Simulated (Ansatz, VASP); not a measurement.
Na in VASP and in Ansatz

```
Na
1.0
     3.74500    0.00000    0.00000
    -1.87250    3.24326    0.00000
     0.00000    0.00000    6.10304
Na
2
Direct
  0.27104 0.66667 0.19942
  0.72896 0.33333 0.80058
```

Change from the starting cell: mode 4 frozen in at -0.233 Å and mode 6 at -0.309 Å (largest displacements).

Alike in both runs: task single point; functional PBE; k mesh 15 × 15 × 8; occupations gaussian, width 0.15 eV; no spin polarisation.

|  | VASP | Ansatz |
| --- | --- | --- |
| version | VASP 6.6.1 | Ansatz 0.2.0 |
| potentials or method | VASP PAW PBE potentials, release 64 (Na_pv), cutoff 520 eV | scalar-relativistic, plane waves, PAW |
| valence electrons in the cell | 14 | 18 |

Ansatz gave:

| Property | Result |
| --- | --- |
| gap on the k mesh at the Fermi level (eV) | none |
| pressure (GPa) | 0.8 |
| traceless stress, the component that is largest in VASP (GPa) | 0.55 |
| rms of the force components (eV/Å) | 0.311 |

What did VASP give for the same quantities?

gap on the k mesh at the Fermi level (eV): none; pressure (GPa): 0.8; traceless stress, the component that is largest in VASP (GPa): 0.55; rms of the force components (eV/Å): 0.313.

Atom by atom the forces differ by 0.001 eV/Å (rms over components). A gap of «none» marks a metal or a gap that the smearing closes. With one functional, cell and mesh, what is left measures potentials, basis and numerics. VASP's potentials hold 14 valence electrons a cell and Ansatz's 18, so a difference there can come from the potentials and not from the codes.
